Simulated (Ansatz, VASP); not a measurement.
# Two plane-wave programs on GaAs

```
CELL_PARAMETERS angstrom
0.00000 2.87296 2.87296
2.87296 0.00000 2.87296
2.87296 2.87296 0.00000
ATOMIC_POSITIONS crystal
Ga 0.00000 0.00000 0.00000
As 0.75000 0.75000 0.75000
```

Alike in both runs: functional PBE; k mesh 10 × 10 × 10; occupations gaussian, width 0.01 eV; no spin polarisation.

Ansatz relaxed the structure, and its values are those at the end. VASP's run is a single point on that final structure, the one shown.

|  | VASP | Ansatz |
| --- | --- | --- |
| version | VASP 6.6.1 | Ansatz 0.2.0 |
| potentials or method | VASP PAW PBE potentials, release 64 (Ga_d, As), cutoff 520 eV | scalar-relativistic, plane waves, PAW |
| valence electrons in the cell | 18 | 28 |

```csv
,VASP,Ansatz,Ansatz less VASP
gap on the k mesh at the Fermi level (eV),0.16,0.16,-0.003
pressure (GPa),0.1,0.0,-0.17
```

VASP's potentials hold 18 valence electrons a cell and Ansatz's 28, so a difference there can come from the potentials and not from the codes.
